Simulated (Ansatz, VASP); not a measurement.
**HfN: VASP beside Ansatz**

```xyz
2
Lattice="0.0000 2.2738 2.2738 2.2738 0.0000 2.2738 2.2738 2.2738 0.0000" Properties=species:S:1:pos:R:3 pbc="T T T"
Hf    0.0000    0.0015    0.0000
N     2.2738    2.2544    2.2738
```

Change from the starting cell: mode 5 frozen in at -0.019 Å, normal strain along y +0.0000.

Alike in both runs: task single point; functional PBE; k mesh 16 × 16 × 16; occupations gaussian, width 0.15 eV; no spin polarisation.

|  | VASP | Ansatz |
| --- | --- | --- |
| version | VASP 6.6.1 | Ansatz 0.2.0 |
| potentials or method | VASP PAW PBE potentials, release 64 (Hf_pv, N), cutoff 520 eV | scalar-relativistic, plane waves, PAW |
| valence electrons in the cell | 15 | 31 |

VASP gave:

| Item | Value |
| --- | --- |
| gap on the k mesh at the Fermi level (eV) | none |
| pressure (GPa) | -2.3 |
| traceless stress, the component that is largest in VASP (GPa) | 0.11 |
| rms of the force components (eV/Å) | 0.132 |

Task: Which values does Ansatz return?

Result: gap on the k mesh at the Fermi level (eV): none; pressure (GPa): 0.1; traceless stress, the component that is largest in VASP (GPa): 0.11; rms of the force components (eV/Å): 0.132.

Atom by atom the forces differ by 0.000 eV/Å (rms over components). A gap of «none» marks a metal or a gap that the smearing closes. VASP's potentials hold 15 valence electrons a cell and Ansatz's 31, so a difference there can come from the potentials and not from the codes.

Spin-orbit coupling is off throughout.
